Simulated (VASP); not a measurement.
# Cu2O (Cuprite) (Pn-3m) in VASP: G0W0 quasiparticle levels with PBE

Aim: the G0W0 quasiparticle levels of Cu2O (Cuprite) with PBE.

Everything below comes from runs of VASP 6.6.1. Logs are shortened: lines on timing, memory, paths and dates and some standing lists are left out, and cuts for length are marked.

## (1) The cell of the first run

The structure is cubic, space group Pn-3m (No. 224). Conventional cell: a = 4.260 Å, b = 4.260 Å, c = 4.260 Å, α = 90.00°, β = 90.00°, γ = 90.00°. Within 2.4 Å of Cu (site symmetry -3m) lie 2 O at 1.84 Å. Within 2.4 Å of O (site symmetry -43m) lie 4 Cu at 1.84 Å.

## (2) G0W0 quasiparticle levels, PBE

Input file POSCAR:

```
Cu2O
1.0
    4.2600000000      0.0000000000      0.0000000000
    0.0000000000      4.2600000000      0.0000000000
    0.0000000000      0.0000000000      4.2600000000
Cu O
4 2
Direct
    0.2500000000      0.2500000000      0.2500000000
    0.2500000000      0.7500000000      0.7500000000
    0.7500000000      0.7500000000      0.2500000000
    0.7500000000      0.2500000000      0.7500000000
    0.0000000000      0.0000000000      0.0000000000
    0.5000000000      0.5000000000      0.5000000000
```

Input file INCAR.step1:

```
PREC     = Accurate       # precision mode
ENCUT    = 500            # plane-wave cutoff, eV
EDIFF    = 1E-8           # SCF threshold, eV
ISMEAR   = 0              # smearing method
SIGMA    = 0.01           # smearing width, eV
LREAL    = False          # projectors in reciprocal space
LASPH    = True           # aspherical terms in the spheres
NELM     = 100            # most SCF steps
ALGO     = Normal         # electronic algorithm
LWAVE    = True           # write WAVECAR
LCHARG   = False          # write CHGCAR
GGA      = PE             # functional
```

Input file INCAR.step2:

```
PREC     = Accurate       # precision mode
ENCUT    = 500            # plane-wave cutoff, eV
EDIFF    = 1E-8           # SCF threshold, eV
ISMEAR   = 0              # smearing method
SIGMA    = 0.01           # smearing width, eV
LREAL    = False          # projectors in reciprocal space
LASPH    = True           # aspherical terms in the spheres
NELM     = 1              # most SCF steps
ALGO     = Exact          # electronic algorithm
LWAVE    = True           # write WAVECAR
LCHARG   = False          # write CHGCAR
GGA      = PE             # functional
NBANDS   = 128            # bands
LOPTICS  = True           # frequency-dependent dielectric function
ISTART   = 1
```

Input file INCAR.step3:

```
PREC     = Accurate       # precision mode
ENCUT    = 500            # plane-wave cutoff, eV
EDIFF    = 1E-8           # SCF threshold, eV
ISMEAR   = 0              # smearing method
SIGMA    = 0.01           # smearing width, eV
LREAL    = False          # projectors in reciprocal space
LASPH    = True           # aspherical terms in the spheres
ALGO     = EVGW0          # electronic algorithm
LWAVE    = False          # write WAVECAR
LCHARG   = False          # write CHGCAR
GGA      = PE             # functional
NELMGW   = 1            
NBANDS   = 128            # bands
ENCUTGW  = 80.0           # cutoff of the response function
NOMEGA   = 48             # frequency points
PRECFOCK = Fast         
ISTART   = 1            
NBANDSGW = 36
```

Input file KPOINTS:

```
Automatic mesh
0
Gamma
  3 3 3
```

Potentials or basis: VASP PAW PBE potentials, release 64 (Cu_GW, O_GW).

Command:

```sh
$ cat potpaw_PBE.64/Cu_GW/POTCAR potpaw_PBE.64/O_GW/POTCAR > POTCAR
$ cp INCAR.step1 INCAR
$ mpirun -np 1 vasp_std > vasp.out
$ cp INCAR.step2 INCAR
$ mpirun -np 1 vasp_std > vasp.out
$ cp INCAR.step3 INCAR
$ mpirun -np 1 vasp_std > vasp.out
```

OUTCAR:

```text
PREC = Accurate
   ENCUT = 500
   EDIFF = 1E-8
   ISMEAR = 0
   LREAL = False
   LASPH = True
   GGA = PE
   NELMGW = 1
   ENCUTGW = 80.0
   PRECFOCK = Fast
   ISTART = 1

 ion  position               nearest neighbor table
   1  0.250  0.250  0.250-   5 1.84   6 1.84
   2  0.250  0.750  0.750-   5 1.84   6 1.84
   3  0.750  0.750  0.250-   5 1.84   6 1.84
   4  0.750  0.250  0.750-   5 1.84   6 1.84
   5  0.000  0.000  0.000-   1 1.84   2 1.84   3 1.84   4 1.84
   6  0.500  0.500  0.500-   1 1.84   2 1.84   3 1.84   4 1.84

  LATTYP: Found a simple cubic cell.
 ALAT       =     4.2600000000

  Lattice vectors:

 A1 = (   4.2600000000,   0.0000000000,   0.0000000000)
 A2 = (   0.0000000000,   4.2600000000,   0.0000000000)
 A3 = (   0.0000000000,   0.0000000000,   4.2600000000)

Analysis of symmetry for initial positions (statically):
=====================================================================
 Subroutine PRICEL returns:
 Original cell was already a primitive cell.

 Routine SETGRP: Setting up the symmetry group for a
 simple cubic supercell.

 Subroutine GETGRP returns: Found 48 space group operations
 (whereof 24 operations were pure point group operations)
 out of a pool of 48 trial point group operations.

The static configuration has the point symmetry T_d .
 The point group associated with its full space group is O_h .

Analysis of symmetry for dynamics (positions and initial velocities):
=====================================================================
 Subroutine PRICEL returns:
 Original cell was already a primitive cell.

 Routine SETGRP: Setting up the symmetry group for a
 simple cubic supercell.

 Subroutine GETGRP returns: Found 48 space group operations
 (whereof 24 operations were pure point group operations)
 out of a pool of 48 trial point group operations.

The dynamic configuration has the point symmetry T_d .
 The point group associated with its full space group is O_h .

 Subroutine INISYM returns: Found 48 space group operations
 (whereof 24 operations are pure point group operations),
 and found     1 'primitive' translations

----------------------------------------------------------------------------------------

                                     Primitive cell

  volume of cell :      77.3088

  direct lattice vectors                    reciprocal lattice vectors
     4.260000000  0.000000000  0.000000000     0.234741784  0.000000000  0.000000000
     0.000000000  4.260000000  0.000000000     0.000000000  0.234741784  0.000000000
     0.000000000  0.000000000  4.260000000     0.000000000  0.000000000  0.234741784

  length of vectors
     4.260000000  4.260000000  4.260000000     0.234741784  0.234741784  0.234741784

  position of ions in fractional coordinates (direct lattice)
     0.250000000  0.250000000  0.250000000
     0.250000000  0.750000000  0.750000000
     0.750000000  0.750000000  0.250000000
     0.750000000  0.250000000  0.750000000
     0.000000000  0.000000000  0.000000000
     0.500000000  0.500000000  0.500000000

  ion indices of the primitive-cell ions
   primitive index   ion index
                 1           1
                 2           2
                 3           3
                 4           4
                 5           5
                 6           6

----------------------------------------------------------------------------------------

 KPOINTS: Automatic mesh

Automatic generation of k-mesh.
 Grid dimensions read from file:
 generate k-points for:    3    3    3

 Generating k-lattice:

  Cartesian coordinates                     Fractional coordinates (reciprocal lattice)
     0.078247261  0.000000000  0.000000000     0.333333333  0.000000000  0.000000000
     0.000000000  0.078247261  0.000000000     0.000000000  0.333333333  0.000000000
     0.000000000  0.000000000  0.078247261     0.000000000  0.000000000  0.333333333

  Length of vectors
     0.078247261  0.078247261  0.078247261

  Shift w.r.t. Gamma in fractional coordinates (k-lattice)
     0.000000000  0.000000000  0.000000000

 Subroutine IBZKPT returns following result:
 ===========================================

 Found      4 irreducible k-points:

 Following reciprocal coordinates:
            Coordinates               Weight
  0.000000  0.000000  0.000000      1.000000
  0.333333  0.000000  0.000000      6.000000
  0.333333  0.333333  0.000000     12.000000
  0.333333  0.333333  0.333333      8.000000
   k-points           NKPTS =      4   k-points in BZ     NKDIM =     27   number of bands    NBANDS=    128
   number of dos      NEDOS =    301   number of ions     NIONS =      6
   total plane-waves  NPLWV =  32768
   dimension x,y,z NGX =    32 NGY =   32 NGZ =   32
   dimension x,y,z NGXF=    64 NGYF=   64 NGZF=   64
   ions per type =               4   2
   NGX,Y,Z   is equivalent  to a cutoff of  12.49, 12.49, 12.49 a.u.
   NGXF,Y,Z  is equivalent  to a cutoff of  24.98, 24.98, 24.98 a.u.
 SYSTEM =  unknown system
   PREC   = accura    normal or accurate (medium, high low for compatibility)
   ISTART =      1    job   : 0-new  1-cont  2-samecut
   ICHARG =      0    charge: 1-file 2-atom 10-const
   ISPIN  =      1    spin polarized calculation?
   LNONCOLLINEAR =      F non collinear calculations
   LSORBIT =      F    spin-orbit coupling
   LASPH  =      T    aspherical Exc in radial PAW
   ENCUT  =  500.0 eV  36.75 Ry    6.06 a.u.   7.77  7.77  7.77*2*pi/ulx,y,z
   NELM   =     60;   NELMIN=  2; NELMDL=  0     # of ELM steps
   EDIFF  = 0.1E-07   stopping-criterion for ELM
   LREAL  =      F    real-space projection
   EDIFFG = 0.1E-06   stopping-criterion for IOM
   NSW    =      0    number of steps for IOM
   IBRION =     -1    ionic relax: 0-MD 1-quasi-New 2-CG
   NFREE  =      0    steps in history (QN), initial steepest desc. (CG)
   ISIF   =      0    stress and relaxation
   ISYM   =      3    0-nonsym 1-usesym 2-fastsym
   POTIM  = 0.5000    time-step for ionic-motion
   TEBEG  =    0.0;   TEEND  =   0.0 temperature during run
   PSTRESS=    0.0 pullay stress
   NELECT =      56.0000    total number of electrons
   NUPDOWN=      -1.0000    fix difference up-down
   EMIN   =  10.00;   EMAX   =-10.00  energy-range for DOS
   EFERMI =   0.00;   METHOD = LEGACY
   ISMEAR =     0;   SIGMA  =   0.01  broadening in eV -4-tet -1-fermi 0-gaus
   EFERMI_NEDOS =   21; number of points for ismear=-14 and -15
   IALGO  =     38    algorithm
   IMIX   =      4    mixing-type and parameters
     AMIX     =   0.40;   BMIX     =  1.00
     AMIX_MAG =   1.60;   BMIX_MAG =  1.00
  volume/ion in A,a.u.               =      12.88        86.95
  Fermi-wavevector in a.u.,A,eV,Ry     =   1.470261  2.778391 29.411289  2.161669
  Thomas-Fermi vector in A             =   2.585540
   LORBIT       =      0    0 simple, 1 ext, 2 COOP (PROOUT), +10 PAW based schemes
   GGA     = PE    functional components
   LHFCALC =     T    Hartree Fock is set to
   PRECFOCK=fast      Normal, Fast or Accurate (Low or Medium for compatibility)
   ENCUT4O =  -1.0   cutoff for four orbital integrals eV
   NKREDX  =     1    reduce k-point grid by
   NKREDY  =     1    reduce k-point grid by
   NKREDZ  =     1    reduce k-point grid by
   AEXX    =    1.0000 exact exchange contribution
   HFSCREEN=    0.0000 screening length (either q_TF or 0.3 A-1)
   HFSCREENC=   0.0000 screening length for correlation (either q_TF or 0.3 A-1)
   ENCUTFOCK=  -1.0 apply spherical cutoff to Coloumb kernel
   IVDW    =     0    specifies the selected vdW correction
   LEPSILON=     F    determine dielectric tensor
   LRPA    =     F    only Hartree local field effects (RPA)
   LRPAFORCE           =     F    calculate RPA forces
   ENCUTGW             =  80.0    cutoff for response function in eV
   ENCUTGWSOFT         =  64.0    soft cutoff for Coulomb kernel in GW response function in eV
   ENCUTLF             =  -1.0    cutoff for local field effects
   NELMGW              =     1    number of iterations in solving QP/BSE equation
   NELMHF              =     1    number of iterations in the inner HF iteration
   NKREDLFX            =     1    NKREDLFY  =   1   NKREDLFZ  =   1
 non-spin polarized calculation
 Gauss-broadening in eV      SIGMA  =   0.01
  energy-cutoff  :      500.00
  volume of cell :       77.31
 maximum number of plane-waves:      1971
 NGX is ok and might be reduce to    32
  NGX = 18; NGY = 18; NGZ = 18
   NGX = 15   NGY = 15   NGZ = 15
 maximum number of plane-waves:       128
 NGX is ok and might be reduce to    14

 QP shifts <psi_nk| G(iteration)W_0 |psi_nk>: iteration 1
 for sc-GW calculations column KS-energies equals QP-energies in previous step
 and V_xc(KS)=  KS-energies - (<T + V_ion + V_H > + <T+V_H+V_ion>^1  + <V_x>^1)

 k-point   1 :       0.0000    0.0000    0.0000
  band No.  KS-energies  QP-energies   sigma(KS)   V_xc(KS)     V^pw_x(r,r')   Z            occupation Imag(sigma)

      1     -16.7627     -17.7861     -20.9439     -19.2700     -30.8394       0.6114       2.0000       1.1340
      2     -16.0235     -17.1660     -21.7092     -19.8985     -31.3124       0.6310       2.0000       1.0134
      3      -3.8466      -3.9596     -17.5975     -17.4242     -24.6727       0.6520       2.0000       0.7981
      4      -3.8466      -3.9596     -17.5975     -17.4242     -24.6727       0.6520       2.0000       0.7981
      5      -3.8466      -3.9596     -17.5975     -17.4242     -24.6727       0.6520       2.0000       0.7981
      6      -1.4609      -1.7982     -12.4835     -11.9726     -17.6530       0.6602       2.0000       0.6345
[... 28 lines left out ...]
     35      12.7133      12.9805      -8.9500      -9.3143      -3.3612       0.7336       0.0000      -0.4612
     36      12.7133      12.9805      -8.9500      -9.3143      -3.3612       0.7336       0.0000      -0.4612

 k-point   2 :       0.3333    0.0000    0.0000
  band No.  KS-energies  QP-energies   sigma(KS)   V_xc(KS)     V^pw_x(r,r')   Z            occupation Imag(sigma)

      1     -16.5764     -17.6285     -21.1444     -19.4349     -30.9685       0.6155       2.0000       1.1033
      2     -16.2057     -17.3209     -21.5294     -19.7517     -31.2084       0.6273       2.0000       1.0461
      3      -3.5599      -3.7201     -17.2352     -16.9910     -23.7180       0.6558       2.0000       0.6423
      4      -3.4677      -3.5498     -17.9639     -17.8383     -24.9147       0.6539       2.0000       0.7304
      5      -3.4677      -3.5498     -17.9639     -17.8383     -24.9147       0.6539       2.0000       0.7304
      6      -2.6367      -2.8784     -16.5781     -16.2230     -22.0346       0.6807       2.0000       0.4566
[... 28 lines left out ...]
     35      11.0744      11.5130     -10.6731     -11.2499      -5.5593       0.7605       0.0000      -0.4316
     36      11.3761      11.6402     -10.1918     -10.5441      -5.3024       0.7498       0.0000      -0.4004

 k-point   3 :       0.3333    0.3333    0.0000
  band No.  KS-energies  QP-energies   sigma(KS)   V_xc(KS)     V^pw_x(r,r')   Z            occupation Imag(sigma)

      1     -16.4712     -17.5442     -21.2690     -19.5417     -31.0583       0.6212       2.0000       1.0865
      2     -16.2848     -17.3835     -21.4638     -19.7027     -31.1814       0.6238       2.0000       1.0582
      3      -3.9313      -4.0659     -16.8475     -16.6408     -23.2824       0.6512       2.0000       0.6650
      4      -3.6304      -3.7532     -16.9712     -16.7842     -23.2340       0.6565       2.0000       0.6240
      5      -2.9874      -3.1707     -17.7195     -17.4430     -24.2518       0.6632       2.0000       0.6111
      6      -2.7930      -2.8919     -18.3810     -18.2317     -25.0193       0.6627       2.0000       0.5962
[... 28 lines left out ...]
     35      10.5848      10.9897     -10.1279     -10.6764      -5.0337       0.7383       0.0000      -0.3325
     36      11.8881      12.1419     -10.4735     -10.8110      -5.3717       0.7520       0.0000      -0.5276

 k-point   4 :       0.3333    0.3333    0.3333
  band No.  KS-energies  QP-energies   sigma(KS)   V_xc(KS)     V^pw_x(r,r')   Z            occupation Imag(sigma)

      1     -16.5234     -17.5743     -21.2924     -19.5848     -31.1342       0.6154       2.0000       1.0920
      2     -16.1985     -17.3196     -21.5040     -19.7225     -31.1700       0.6293       2.0000       1.0428
      3      -3.7130      -3.8130     -17.4215     -17.2680     -24.1151       0.6512       2.0000       0.6943
      4      -3.7130      -3.8130     -17.4215     -17.2680     -24.1151       0.6512       2.0000       0.6943
      5      -3.6484      -3.8036     -16.9185     -16.6815     -23.1925       0.6546       2.0000       0.6162
      6      -2.3614      -2.5464     -18.1548     -17.8783     -24.5082       0.6693       2.0000       0.5209
[... 28 lines left out ...]
     35      12.6153      13.2163     -10.9388     -11.7388      -5.5291       0.7513       0.0000      -0.4955
     36      13.0853      13.9557     -11.2461     -12.4104      -5.5301       0.7476       0.0000      -0.5757
```

It took 7.2 min on 1 thread of Intel Xeon 8259CL, shared host; peak memory 0.7 GiB.

What came out:

```yaml
Band_gap_on_the_k_mesh_mean-field_level: 0.54 eV, direct
Quasiparticle_gap: 1.45 eV
Least_direct_quasiparticle_gap: 1.45 eV
```

Caveat: the k points lie up to 0.49 Å⁻¹ apart; bands, screening cutoff and mesh are small and nothing is extrapolated, so the quasiparticle values aren't converged.
